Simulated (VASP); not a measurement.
MnSi, 8 atoms in the cell. It takes space group P2_13 (No. 198, cubic). The conventional cell has a = 4.548 Å, b = 4.548 Å, c = 4.548 Å, α = 90.00°, β = 90.00°, γ = 90.00°. Mn (site symmetry 3) has 7 Si at 2.30 to 2.53 Å and 6 Mn at 2.79 Å within 3.0 Å. Si (site symmetry 3) has 7 Mn at 2.30 to 2.53 Å and 6 Si at 2.81 Å within 3.0 Å. 

```yaml
Program: VASP 6.6.1
Task: relaxation of cell and atoms
Functional: PBEsol
Potentials_or_basis: VASP PAW PBE potentials, release 64 (Mn_pv, Si)
Cutoff: 600 eV
k_mesh: 8 × 8 × 8
Occupations: gaussian, width 0.05 eV
Spin: no spin polarisation
Dipole_correction: no
Further_INCAR_settings: ALGO = Normal; EDIFF = 1e-06; IBRION = 2; EDIFFG = -0.002; NSW = 80; ISIF = 3
```

Potentials or basis: VASP PAW PBE potentials, release 64 (Mn_pv, Si).

Run with:

```console
$ cat potpaw_PBE.64/Mn_pv/POTCAR potpaw_PBE.64/Si/POTCAR > POTCAR
$ mpirun -np 1 vasp_std > vasp.out
```

Hardware: 1 thread of Intel Xeon 8259CL, with other jobs on the host.

**Question.** Estimate the wall time of this run.

**Answer.** Run time: 61 min on 1 thread of Intel Xeon 8259CL, with other jobs on the host, peak memory 0.29 GiB. Counts: scf iterations 109, k points 45, ion steps 19.
